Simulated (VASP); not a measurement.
Write the native input for VASP 6.6.1 that does the following.

```yaml
Task: relaxation of shape and atoms at fixed volume
Functional: PBE
Potentials_or_basis: VASP PAW PBE potentials, release 64 (Nd_3, Mo_sv), 4f in core
Cutoff: 500 eV
k_mesh: 12 × 12 × 12
Occupations: gaussian, width 0.1 eV
Spin: no spin polarisation
Dipole_correction: no
Further_INCAR_settings: ALGO = Normal; EDIFF = 1e-07; IBRION = 2; EDIFFG = -0.01; NSW = 50; ISIF = 4
```

The structure of NdMo lies in POSCAR:

```
NdMo
1.0
    2.1348239122      1.2325411604      6.5425835076
   -2.1348239122      1.2325411604      6.5425835076
    0.0000000000     -2.4650823207      6.5425835076
Nd Mo
2 2
Direct
    0.0996641423      0.0996641423      0.0996641423
    0.9003358577      0.9003358577      0.9003358577
    0.6807178002      0.6807178002      0.6807178002
    0.3192821998      0.3192821998      0.3192821998
```

These files were run (other wordings do the same):

INCAR

```
ALGO     = Normal         # electronic algorithm
EDIFF    = 1E-7           # SCF threshold, eV
EDIFFG   = -0.01          # ionic threshold
ENCUT    = 500            # plane-wave cutoff, eV
GGA      = PE             # functional
GGA_COMPAT= F            
IBRION   = 2              # ionic algorithm
ISIF     = 4              # what is computed and relaxed
ISMEAR   = 0              # smearing method
LASPH    = T              # aspherical terms in the spheres
LCHARG   = F              # write CHGCAR
LMAXMIX  = 6              # l up to which the mixer works
LREAL    = F              # projectors in reciprocal space
LWAVE    = F              # write WAVECAR
NELM     = 200            # most SCF steps
NELMIN   = 4            
NSW      = 50             # ionic steps
PREC     = Accurate       # precision mode
SIGMA    = 0.1            # smearing width, eV
```

KPOINTS

```
k-points
0
Gamma
  12 12 12
```

Potentials or basis: VASP PAW PBE potentials, release 64 (Nd_3, Mo_sv), 4f in core.

Run with:

```console
$ cat potpaw_PBE.64/Nd_3/POTCAR potpaw_PBE.64/Mo_sv/POTCAR > POTCAR
$ mpirun -np 1 vasp_std > vasp.out
```

It gave:

```json
{"Energy gained by relaxing": "3.5 meV/atom", "Ionic steps": "5", "Pressure after relaxing": "1.6 GPa", "Band gap on the k mesh": "zero (bands 25 and 26 overlap by 0.90 eV)"}
```

Caveat: spin-orbit coupling is left out, which moves the levels of the heavy elements; the 4f electrons are frozen in the core, so they carry no moment and show no levels.

Run time: 47 min on 1 thread of Intel(R) Xeon(R) 6975P-C (Granite Rapids), with other jobs on the host, peak memory 0.74 GiB.
